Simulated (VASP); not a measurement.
Set up this calculation in VASP 6.6.1, as the native input.

```
Task                   : single point
Functional             : PBE
Potentials or basis    : VASP PAW PBE potentials, release 64 (Rb_sv, Cl)
Cutoff                 : 500 eV
k mesh                 : 6 × 6 × 6
Occupations            : gaussian, width 0.02 eV
Spin                   : no spin polarisation
Dipole correction      : no
Further INCAR settings : ALGO = Normal; EDIFF = 1e-06; NBANDS = 15
```

The structure of RbCl lies in POSCAR:

```
RbCl
1.0
    0.0000000000      3.2468979323      3.2468979323
    3.2468979323      0.0000000000      3.2468979323
    3.2468979323      3.2468979323      0.0000000000
Rb Cl
1 1
Direct
    0.0000000000      0.0000000000      0.0000000000
    0.5000000000      0.5000000000      0.5000000000
```

The input as run:

INCAR

```
SYSTEM = RbCl
ALGO = Normal
EDIFF = 1E-6
ENCUT = 500
GGA = PE
GGA_COMPAT = .FALSE.
ISIF = 2
ISMEAR = 0
LASPH = .TRUE.
LCHARG = .FALSE.
LREAL = .FALSE.
LWAVE = .FALSE.
NBANDS = 15
NELM = 120
PREC = Accurate
SIGMA = 0.02
```

KPOINTS

```
k-points
0
G
  6 6 6
  0 0 0
```

Potentials or basis: VASP PAW PBE potentials, release 64 (Rb_sv, Cl).

Run with:

```sh
$ cat potpaw_PBE.64/Rb_sv/POTCAR potpaw_PBE.64/Cl/POTCAR > POTCAR
$ mpirun -np 1 vasp_std > vasp.out
```

Results of the run:

```yaml
Pressure: 1.7 GPa
Band_gap_on_the_k_mesh: 5.13 eV
```

Wall time 30 s on 1 thread of Intel Xeon 8259CL, on a shared host, peak memory 0.2 GiB.
